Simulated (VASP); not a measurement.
# Yb (Im-3m) in VASP: notebook

The runs below take Yb through single point, with PBEsol.

All numbers are computed with VASP 6.6.1; they aren't measurements. Logs are shortened: lines on timing, memory, paths and dates and some standing lists are left out, and cuts for length are marked.

### Step 1. The cell of the first run

It takes space group Im-3m (No. 229, cubic). The conventional cell has a = 3.991 Å, b = 3.991 Å, c = 3.991 Å, α = 90.00°, β = 90.00°, γ = 90.00°. Within 4.5 Å of Yb (site symmetry m-3m) lie 14 Yb at 3.46 to 3.99 Å.

This isn't the form of Yb at room conditions, which is fcc.

### Step 2. Single point, PBEsol

The input, INCAR:

```
SYSTEM = Yb
PREC = Accurate
ENCUT = 520
EDIFF = 1E-7
ISMEAR = -1
SIGMA = 0.1
LREAL = .False.
LASPH = .True.
NELM = 80
ALGO = Normal
ISIF = 2
LWAVE = .False.
LCHARG = .False.
GGA = PS
NBANDS = 18
```

The input, KPOINTS:

```
Automatic mesh
0
Gamma
  10 10 10
  0 0 0
```

The input, POSCAR:

```
Yb
1.0
   -1.9956843869      1.9956843869      1.9956843869
    1.9956843869     -1.9956843869      1.9956843869
    1.9956843869      1.9956843869     -1.9956843869
Yb
1
Direct
    0.0000000000      0.0000000000      0.0000000000
```

Potentials or basis: VASP PAW PBE potentials, release 64 (Yb).

Run with:

```bash
$ cat potpaw_PBE.64/Yb/POTCAR > POTCAR
$ mpirun -np 1 vasp_std > vasp.out
```

OUTCAR:

```text
SYSTEM = Yb
   PREC = Accurate
   ENCUT = 520
   EDIFF = 1E-7
   ISMEAR = -1
   LREAL = .False.
   LASPH = .True.
   NELM = 80
   ISIF = 2
   GGA = PS

 ion  position               nearest neighbor table
   1  0.000  0.000  0.000-

  LATTYP: Found a body centered cubic cell.
 ALAT       =     3.9913687738

  Lattice vectors:

 A1 = (  -1.9956843869,   1.9956843869,   1.9956843869)
 A2 = (   1.9956843869,  -1.9956843869,   1.9956843869)
 A3 = (   1.9956843869,   1.9956843869,  -1.9956843869)

Analysis of symmetry for initial positions (statically):
=====================================================================
 Subroutine PRICEL returns:
 Original cell was already a primitive cell.

 Routine SETGRP: Setting up the symmetry group for a
 body centered cubic supercell.

 Subroutine GETGRP returns: Found 48 space group operations
 (whereof 48 operations were pure point group operations)
 out of a pool of 48 trial point group operations.

The static configuration has the point symmetry O_h .

Analysis of symmetry for dynamics (positions and initial velocities):
=====================================================================
 Subroutine PRICEL returns:
 Original cell was already a primitive cell.

 Routine SETGRP: Setting up the symmetry group for a
 body centered cubic supercell.

 Subroutine GETGRP returns: Found 48 space group operations
 (whereof 48 operations were pure point group operations)
 out of a pool of 48 trial point group operations.

The dynamic configuration has the point symmetry O_h .

 Subroutine INISYM returns: Found 48 space group operations
 (whereof 48 operations are pure point group operations),
 and found     1 'primitive' translations

----------------------------------------------------------------------------------------

                                     Primitive cell

  volume of cell :      31.7933

  direct lattice vectors                    reciprocal lattice vectors
    -1.995684387  1.995684387  1.995684387     0.000000000  0.250540618  0.250540618
     1.995684387 -1.995684387  1.995684387     0.250540618  0.000000000  0.250540618
     1.995684387  1.995684387 -1.995684387     0.250540618  0.250540618  0.000000000

  length of vectors
     3.456626754  3.456626754  3.456626754     0.354317940  0.354317940  0.354317940

  position of ions in fractional coordinates (direct lattice)
     0.000000000  0.000000000  0.000000000

  ion indices of the primitive-cell ions
   primitive index   ion index
                 1           1

----------------------------------------------------------------------------------------

 KPOINTS: Automatic mesh

Automatic generation of k-mesh.
 Grid dimensions read from file:
 generate k-points for:   10   10   10

 Generating k-lattice:

  Cartesian coordinates                     Fractional coordinates (reciprocal lattice)
     0.000000000  0.025054062  0.025054062     0.100000000  0.000000000  0.000000000
     0.025054062  0.000000000  0.025054062     0.000000000  0.100000000  0.000000000
     0.025054062  0.025054062  0.000000000     0.000000000  0.000000000  0.100000000

  Length of vectors
     0.035431794  0.035431794  0.035431794

  Shift w.r.t. Gamma in fractional coordinates (k-lattice)
     0.000000000  0.000000000  0.000000000

 Subroutine IBZKPT returns following result:
 ===========================================

 Found     47 irreducible k-points:

 Following reciprocal coordinates:
            Coordinates               Weight
  0.000000  0.000000  0.000000      1.000000
  0.100000  0.000000  0.000000     12.000000
  0.200000  0.000000  0.000000     12.000000
  0.300000  0.000000  0.000000     12.000000
  0.400000  0.000000  0.000000     12.000000
  0.500000  0.000000  0.000000      6.000000
[... 16 lines left out ...]
  0.300000  0.300000  0.100000      8.000000
 -0.300000  0.300000  0.100000     24.000000
 [... further k-points ...]
   k-points           NKPTS =     47   k-points in BZ     NKDIM =     47   number of bands    NBANDS=     18
   number of dos      NEDOS =    301   number of ions     NIONS =      1
   total plane-waves  NPLWV =  21952
   dimension x,y,z NGX =    28 NGY =   28 NGZ =   28
   dimension x,y,z NGXF=    56 NGYF=   56 NGZF=   56
   ions per type =               1
   NGX,Y,Z   is equivalent  to a cutoff of  13.47, 13.47, 13.47 a.u.
   NGXF,Y,Z  is equivalent  to a cutoff of  26.93, 26.93, 26.93 a.u.
 SYSTEM =  Yb
   PREC   = accura    normal or accurate (medium, high low for compatibility)
   ISTART =      0    job   : 0-new  1-cont  2-samecut
   ICHARG =      2    charge: 1-file 2-atom 10-const
   ISPIN  =      1    spin polarized calculation?
   LNONCOLLINEAR =      F non collinear calculations
   LSORBIT =      F    spin-orbit coupling
   LASPH  =      T    aspherical Exc in radial PAW
   ENCUT  =  520.0 eV  38.22 Ry    6.18 a.u.   6.43  6.43  6.43*2*pi/ulx,y,z
   NELM   =     80;   NELMIN=  2; NELMDL= -5     # of ELM steps
   EDIFF  = 0.1E-06   stopping-criterion for ELM
   LREAL  =      F    real-space projection
   EDIFFG = 0.1E-05   stopping-criterion for IOM
   NSW    =      0    number of steps for IOM
   IBRION =     -1    ionic relax: 0-MD 1-quasi-New 2-CG
   NFREE  =      0    steps in history (QN), initial steepest desc. (CG)
   ISIF   =      2    stress and relaxation
   ISYM   =      2    0-nonsym 1-usesym 2-fastsym
   POTIM  = 0.5000    time-step for ionic-motion
   TEBEG  =    0.0;   TEEND  =   0.0 temperature during run
   PSTRESS=    0.0 pullay stress
   NELECT =      24.0000    total number of electrons
   NUPDOWN=      -1.0000    fix difference up-down
   EMIN   =  10.00;   EMAX   =-10.00  energy-range for DOS
   EFERMI =   0.00;   METHOD = LEGACY
   ISMEAR =    -1;   SIGMA  =   0.10  broadening in eV -4-tet -1-fermi 0-gaus
   EFERMI_NEDOS =   21; number of points for ismear=-14 and -15
   IALGO  =     38    algorithm
   IMIX   =      4    mixing-type and parameters
     AMIX     =   0.40;   BMIX     =  1.00
     AMIX_MAG =   1.60;   BMIX_MAG =  1.00
  volume/ion in A,a.u.               =      31.79       214.55
  Fermi-wavevector in a.u.,A,eV,Ry     =   1.490619  2.816862 30.231407  2.221946
  Thomas-Fermi vector in A             =   2.603378
   LORBIT       =      0    0 simple, 1 ext, 2 COOP (PROOUT), +10 PAW based schemes
   GGA     = PS    functional components
   LHFCALC =     F    Hartree Fock is set to
   AEXX    =    0.0000 exact exchange contribution
   IVDW    =     0    specifies the selected vdW correction
   LEPSILON=     F    determine dielectric tensor
   LRPA    =     F    only Hartree local field effects (RPA)
 non-spin polarized calculation
  energy-cutoff  :      520.00
  volume of cell :       31.79
 maximum number of plane-waves:       887
 NGX is ok and might be reduce to    28
   NGX = 13   NGY = 13   NGZ = 13

 number of electron      23.9999998 magnetization

 Free energy of the ion-electron system (eV)
  ---------------------------------------------------
  ext. energy  EPLUGINS =         0.00000000
  ---------------------------------------------------
  free energy    TOTEN  =        -3.97206189 eV

  energy without entropy =       -3.89660694  energy(sigma->0) =       -3.93433441

 E-fermi :   1.8501     XC(G=0): -10.1340

 val. band max:        1.8353284997   @ k =  -0.4000  -0.4000   0.2000
 cond. band min:       1.9160081829   @ k =   0.3000   0.3000   0.1000
 fundamental gap:      0.0806796832
 Fermi energy:         1.8501212584

 k-point     1 :       0.0000    0.0000    0.0000
  band No.  band energies     occupation
      1     -49.8817      2.00000
      2     -21.9504      2.00000
      3     -21.9504      2.00000
      4     -21.9504      2.00000
      5      -3.5911      2.00000
      6       1.2347      1.99576
[... 10 lines left out ...]
     17       6.9570      0.00000
     18      13.2930      0.00000

 k-point     2 :       0.1000    0.0000    0.0000
  band No.  band energies     occupation
      1     -49.8786      2.00000
      2     -22.0020      2.00000
      3     -21.9666      2.00000
      4     -21.9506      2.00000
      5      -3.3127      2.00000
      6       1.2354      1.99573
[... 10 lines left out ...]
     17       6.9562      0.00000
     18      13.5785      0.00000

 k-point     3 :       0.2000    0.0000    0.0000
  band No.  band energies     occupation
      1     -49.8706      2.00000
      2     -22.1340      2.00000
      3     -22.0085      2.00000
      4     -21.9512      2.00000
      5      -2.5346      2.00000
      6       1.2394      1.99555
[... 10 lines left out ...]
     17       7.0135      0.00000
     18      13.7945      0.00000

 k-point     4 :       0.3000    0.0000    0.0000
  band No.  band energies     occupation
      1     -49.8607      2.00000
      2     -22.2915      2.00000
      3     -22.0598      2.00000
      4     -21.9519      2.00000
      5      -1.4433      2.00000
      6       1.2467      1.99522
[... 10 lines left out ...]
     17       7.2657      0.00000
     18      12.6749      0.00000

 k-point     5 :       0.4000    0.0000    0.0000
  band No.  band energies     occupation
      1     -49.8527      2.00000
      2     -22.4148      2.00000
      3     -22.1008      2.00000
      4     -21.9525      2.00000
      5      -0.4266      2.00000
      6       1.2431      1.99539
[... 10 lines left out ...]
     17       8.8647      0.00000
     18      11.3760      0.00000

 k-point     6 :       0.5000    0.0000    0.0000
  band No.  band energies     occupation
      1     -49.8497      2.00000
      2     -22.4609      2.00000
      3     -22.1164      2.00000
      4     -21.9527      2.00000
      5      -0.0186      2.00000
      6       1.2406      1.99550
[... 307 lines left out ...]
 k-point    21 :       0.3000    0.2000    0.1000
  band No.  band energies     occupation
      1     -49.8486      2.00000
      2     -22.3554      2.00000
      3     -22.1787      2.00000
      4     -22.0427      2.00000
      5       0.9728      1.99969
      6       1.2757      1.99362
[... 10 lines left out ...]
     17       8.3399      0.00000
     18      10.8087      0.00000

 k-point    22 :      -0.2000    0.2000    0.1000
  band No.  band energies     occupation
      1     -49.8678      2.00000
      2     -22.1344      2.00000
      3     -22.0256      2.00000
      4     -21.9913      2.00000
      5      -2.2781      2.00000
      6       1.2229      1.99623
[... 10 lines left out ...]
     17       7.6117      0.00000
     18      13.5781      0.00000

 k-point    23 :       0.3000    0.3000    0.1000
  band No.  band energies     occupation
      1     -49.8475      2.00000
      2     -22.2731      2.00000
      3     -22.2731      2.00000
      4     -22.0585      2.00000
      5       1.2075      1.99677
      6       1.2913      1.99255
[... 10 lines left out ...]
     17       7.7362      0.00000
     18      11.7091      0.00000

 k-point    24 :      -0.3000    0.3000    0.1000
  band No.  band energies     occupation
      1     -49.8581      2.00000
      2     -22.2843      2.00000
      3     -22.0777      2.00000
      4     -21.9901      2.00000
      5      -1.2039      2.00000
      6       1.2236      1.99621
[... 10 lines left out ...]
     17       7.6895      0.00000
     18      12.0232      0.00000

 [... further k-points ...]
[... 5 lines left out ...]
  --------------------------------------------------------------------------------------
  -------------------------------------------------------------------------------------
  Total       -0.0788745     -0.0788745     -0.0788745      0.0000000      0.0000000     -0.0000000
  in kB       -3.9747688     -3.9747688     -3.9747688      0.0000000      0.0000000     -0.0000000
  external PRESSURE =      -3.9747688 kB  Pullay stress =       0.0000000 kB

 VOLUME and BASIS-vectors are now :
 -----------------------------------------------------------------------------
  energy-cutoff  :      520.00
  volume of cell :       31.79
      direct lattice vectors                 reciprocal lattice vectors
    -1.995684387  1.995684387  1.995684387     0.000000000  0.250540618  0.250540618
     1.995684387 -1.995684387  1.995684387     0.250540618  0.000000000  0.250540618
     1.995684387  1.995684387 -1.995684387     0.250540618  0.250540618  0.000000000

 POSITION                                       TOTAL-FORCE (eV/Angst)
 -----------------------------------------------------------------------------------
      0.00000      0.00000      0.00000         0.000000     -0.000000     -0.000000
 -----------------------------------------------------------------------------------
    total drift:                               -0.000000     -0.000000     -0.000000

  FREE ENERGIE OF THE ION-ELECTRON SYSTEM (eV)
  ---------------------------------------------------
  free  energy   TOTEN  =        -3.9720618855 eV

  energy  without entropy=       -3.8966069391  energy(sigma->0) =       -3.93433441
```

Run time: 52 s. Hardware: 1 thread of Intel Xeon Platinum 8259CL at 2.50GHz (Skylake/Cascade Lake), shared host; peak memory 0.18 GiB.

Results:

| Item | Value |
| --- | --- |
| Free energy | -3.9721 eV |
| Pressure | -0.4 GPa |
| Band gap on the k mesh | zero (bands 12 and 13 overlap by 0.54 eV) |

Levels at points of the mesh, in eV from the Fermi level:
| k point | band 10 | band 11 | band 12 | band 13 | band 14 | band 15 |
| --- | --- | --- | --- | --- | --- | --- |
| (0.00, 0.00, 0.00) | -0.45 | -0.45 | -0.42 | 2.96 | 2.96 | 2.96 |
| (0.50, 0.00, 0.00) | -0.49 | -0.46 | -0.44 | 0.92 | 1.17 | 4.87 |
| (0.50, 0.50, 0.50) | -0.56 | -0.44 | -0.44 | -0.44 | 5.91 | 5.91 |

Caveat: the PAW data sets were made with another functional, which shifts forces and pressure a little; spin-orbit coupling is left out, which moves the levels of the heavy elements. Spin polarisation is off, so any magnetic state and its effect on volume and gap are missing.

### Step 3. Single point, PBEsol (27.98 Å³/atom)

This run uses another cell than the first one, of 27.98 Å³/atom.

The input, INCAR:

```
  PREC = Accurate
  ENCUT = 520
  EDIFF = 1E-6
  ISMEAR = -1
  SIGMA = 0.1
  LREAL = False
  LASPH = True
  NELM = 100
  ALGO = Normal
  ISIF = 2
  LWAVE = False
  LCHARG = False
  GGA = PS
  NBANDS = 18
```

The input, KPOINTS:

```
regular mesh
0
Gamma
  13 13 13
```

The input, POSCAR:

```
Yb
1.0
   -1.9124323599      1.9124323599      1.9124323599
    1.9124323599     -1.9124323599      1.9124323599
    1.9124323599      1.9124323599     -1.9124323599
Yb
1
Direct
    0.0000000000      0.0000000000      0.0000000000
```

Potentials or basis: VASP PAW PBE potentials, release 64 (Yb).

Run with:

```bash
$ cat potpaw_PBE.64/Yb/POTCAR > POTCAR
$ mpirun -np 1 vasp_std > vasp.out
```

Wall time 85 s (1 thread of Intel Xeon Platinum 8259CL at 2.50GHz (Skylake/Cascade Lake), shared host); peak memory 0.19 GiB.

The run converged. Its results:

| Item | Value |
| --- | --- |
| Free energy | -3.9337 eV |
| Pressure | 4.6 GPa |
| Band gap on the k mesh | zero (bands 12 and 13 overlap by 0.83 eV) |

Levels at points of the mesh, in eV from the Fermi level:
| k point | band 8 | band 9 | band 10 | band 11 | band 12 | band 13 | band 14 | band 15 | band 16 | band 17 |
| --- | --- | --- | --- | --- | --- | --- | --- | --- | --- | --- |
| (0.00, 0.00, 0.00) | -0.66 | -0.45 | -0.45 | -0.45 | -0.40 | 3.11 | 3.11 | 3.11 | 5.52 | 5.52 |

Caveat: the cell stands under pressure; the PAW data sets were made with another functional, which shifts forces and pressure a little; spin-orbit coupling is left out, which moves the levels of the heavy elements.

### Step 4. Single point, PBEsol (29.25 Å³/atom)

This run uses another cell than the first one, of 29.25 Å³/atom.

The input, INCAR:

```
SYSTEM = Yb
PREC = Accurate
ENCUT = 520
EDIFF = 1E-6
ISMEAR = -1
SIGMA = 0.1
LREAL = .FALSE.
LASPH = .TRUE.
NELM = 60
ALGO = Normal
ISIF = 2
LWAVE = .FALSE.
LCHARG = .FALSE.
GGA = PS
NBANDS = 18
```

The input, KPOINTS:

```
Automatic mesh
0
G
  13 13 13
  0 0 0
```

The input, POSCAR:

```
Yb
1.0
   -1.9409803353      1.9409803353      1.9409803353
    1.9409803353     -1.9409803353      1.9409803353
    1.9409803353      1.9409803353     -1.9409803353
Yb
1
Direct
    0.0000000000      0.0000000000      0.0000000000
```

Run with:

```bash
$ cat potpaw_PBE.64/Yb/POTCAR > POTCAR
$ mpirun -np 1 vasp_std > vasp.out
```

Wall time 62 s (1 thread of Intel Xeon Platinum 8259CL at 2.50GHz (Skylake/Cascade Lake), shared host); peak memory 0.2 GiB.

Results (log left out):

```yaml
Free_energy: -3.9569 eV
Pressure: 1.8 GPa
Band_gap_on_the_k_mesh: zero (bands 12 and 13 overlap by 0.77 eV)
```

Levels at points of the mesh, in eV from the Fermi level:
```csv
k point,band 8,band 9,band 10,band 11,band 12,band 13,band 14,band 15,band 16,band 17
"(0.00, 0.00, 0.00)",-0.64,-0.45,-0.45,-0.45,-0.41,3.06,3.06,3.06,5.38,5.38
```

Caveat: the PAW data sets were made with another functional, which shifts forces and pressure a little; spin-orbit coupling is left out, which moves the levels of the heavy elements. Spin polarisation is off, so any magnetic state and its effect on volume and gap are missing.

### Step 5. The runs side by side

```csv
cell,k mesh,gap on the mesh (eV),pressure (GPa)
"a = 3.457 Å, angles 109.5°, 1 atom",10 × 10 × 10,none,-0.4
"a = 3.312 Å, angles 109.5°, 1 atom",13 × 13 × 13,none,4.6
"a = 3.362 Å, angles 109.5°, 1 atom",13 × 13 × 13,none,1.8
```

Alike in all rows: task single point; level PBEsol; potentials or basis VASP PAW PBE potentials, release 64 (Yb); no spin polarisation; cutoff (eV) 520; smearing fermi-dirac 0.1 eV.

Caveats: the PAW data sets were made with another functional, which shifts forces and pressure a little; spin-orbit coupling is left out, which moves the levels of the heavy elements; the cell stands under pressure (at least some runs).

Total energies depend on the potentials used, so only differences within one code and one set of settings carry meaning.
